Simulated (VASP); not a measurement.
Input of a VASP 6.6.1 run:

File INCAR:

```
SYSTEM = Al3Ir2
ALGO = Normal ; EDIFF = 1E-6
ENCUT = 520 ; GGA = PE
ISIF = 2 ; ISMEAR = 0
LASPH = .True. ; LCHARG = .False.
LREAL = .False. ; LWAVE = .False.
NBANDS = 22 ; NELM = 80
PREC = Accurate ; SIGMA = 0.1
```

Contents of KPOINTS:

```
k-points
0
Gamma
  4 4 4
  0 0 0
```

File POSCAR:

```
Al3Ir2
1.0
    0.0000000000      4.0471705890      5.7191186829
    2.1918212616      0.0000000000      5.7191186829
    2.1918212616      4.0471705890      0.0000000000
Al Ir
3 2
Direct
    0.3182185666      0.3182185666      0.6817814334
    0.6817814334      0.6817814334      0.3182185666
    0.0000000000      0.0000000000      0.0000000000
    0.3293464907      0.6706535093      0.3293464907
    0.6706535093      0.3293464907      0.6706535093
```

Potentials or basis: VASP PAW PBE potentials, release 64 (Al, Ir).

Run with:

```bash
$ cat potpaw_PBE.64/Al/POTCAR potpaw_PBE.64/Ir/POTCAR > POTCAR
$ mpirun -np 1 vasp_std > vasp.out
```

Q: What does it give for the largest force?

A: 0.012 eV/Å.

Q: Predict the pressure.

A: 0.0 GPa.

Q: What does it give for the band gap on the k mesh?

A: Zero (an odd number of electrons rules out a gap without spin polarisation).

Forces on the atoms (eV/Å):
```
Al   0.000  0.000 -0.012
Al   0.000  0.000  0.012
Al   0.000  0.000  0.000
Ir   0.000 -0.005  0.000
Ir   0.000  0.005  0.000
```

Caveat: the k points lie up to 0.43 Å⁻¹ apart, too coarse for converged energies and pressures of a metal; spin-orbit coupling is left out, which moves the levels of the heavy elements.
